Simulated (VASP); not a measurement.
Here is a VASP 6.6.1 calculation.

INCAR

```
SYSTEM = Sn2Pb
  ALGO = Normal
  EDIFF = 1E-7
  ENCUT = 520
  GGA = PE
  ISIF = 2
  ISMEAR = 0
  LASPH = .TRUE.
  LCHARG = .FALSE.
  LREAL = .FALSE.
  LWAVE = .FALSE.
  NBANDS = 28
  NELM = 80
  PREC = Accurate
  SIGMA = 0.2
```

Contents of KPOINTS:

```
k-points
0
G
  5 5 6
  0 0 0
```

File POSCAR:

```
Sn2Pb
1.0
    5.6119158576      0.0000000000      0.0000000000
   -2.8059579288      4.8600616966      0.0000000000
    0.0000000000      0.0000000000      3.1922466440
Sn Pb
2 1
Direct
    0.3333333333      0.6666666667      0.5000000000
    0.6666666667      0.3333333333      0.5000000000
    0.0000000000      0.0000000000      0.0000000000
```

Potentials or basis: VASP PAW PBE potentials, release 64 (Sn_d, Pb_d).

Launch:

```sh
$ cat potpaw_PBE.64/Sn_d/POTCAR potpaw_PBE.64/Pb_d/POTCAR > POTCAR
$ mpirun -np 1 vasp_std > vasp.out
```

(1) What does it give for the band gap on the k mesh?

(2) What does it give for the pressure?

## Answers

(1) zero (band 21 reaches 9.11 eV, above the bottom of band 22 at 5.03 eV).

(2) 0.3 GPa.

Caveat: spin-orbit coupling is left out, which moves the levels of the heavy elements.
